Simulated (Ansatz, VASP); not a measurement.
## Ir in VASP and in Ansatz

```
Ir
1.0
     0.00000    1.93890    1.91970
     1.93890    0.00000    1.91970
     1.93890    1.93890    0.00000
Ir
1
Direct
  0.00000 0.00000 0.00000
```

Change from the starting cell: equal xx and yy strain of +1 %, PAW files.

Alike in both runs: task electric field gradients; functional PBEsol; k mesh 15 × 15 × 15; occupations fermi-dirac, width 0.05 eV; no spin polarisation.

```csv
,VASP,Ansatz
version,VASP 6.6.1,Ansatz 0.2.0
potentials or method,"VASP PAW PBE potentials, release 64 (Ir)","PAW with Ansatz's default frozen-core files, scalar-relativistic"
plane-wave cutoff (eV),520,420
valence electrons in the cell,9,17
```

Ansatz gave:

- pressure (GPa): -9.8
- traceless stress, the component that is largest in VASP (GPa): 2.45
- size of Vzz on the site where it differs most (V/Å²): 7.8

Problem. Which values does VASP return?

Solution. Pressure (GPa): -9.0; traceless stress, the component that is largest in VASP (GPa): 2.45; size of Vzz on the site where it differs most (V/Å²): 7.3.

VASP's potentials were made for PBE, not for PBEsol. With one functional, cell and mesh, what is left measures potentials, basis and numerics. VASP's potentials hold 9 valence electrons a cell and Ansatz's 17, so a difference there can come from the potentials and not from the codes.

Spin-orbit coupling is off throughout.
